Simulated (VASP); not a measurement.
Input of a VASP 6.6.1 run:

Contents of INCAR:

```
SYSTEM = PbS
PREC = Accurate
ENCUT = 520
EDIFF = 1E-6
ISMEAR = 0
SIGMA = 0.05
LREAL = .False.
LASPH = .True.
NELM = 80
ALGO = Normal
ISIF = 2
LWAVE = .False.
LCHARG = .False.
GGA = PE
NBANDS = 17
```

KPOINTS

```
Automatic mesh
0
Gamma
  9 9 9
  0 0 0
```

POSCAR

```
PbS
1.0
    2.1126617058      1.2197458045      3.4519162518
   -2.1126617058      1.2197458045      3.4519162518
    0.0000000000     -2.4394916091      3.4519162518
Pb S
1 1
Direct
    0.9805657800      0.9805657800      0.9805657800
    0.4987023774      0.4513687226      0.4750355500
```

Potentials or basis: VASP PAW PBE potentials, release 64 (Pb_d, S).

Launch:

```bash
$ cat potpaw_PBE.64/Pb_d/POTCAR potpaw_PBE.64/S/POTCAR > POTCAR
$ mpirun -np 1 vasp_std > vasp.out
```

(1) What does it give for the largest force?

(2) Predict the band gap on the k mesh.

(3) What does it give for the pressure?

## Answers

(1) 0.057 eV/Å.

(2) 0.83 eV.

(3) 1.0 GPa.

Caveat: spin-orbit coupling is left out, which moves the levels of the heavy elements.
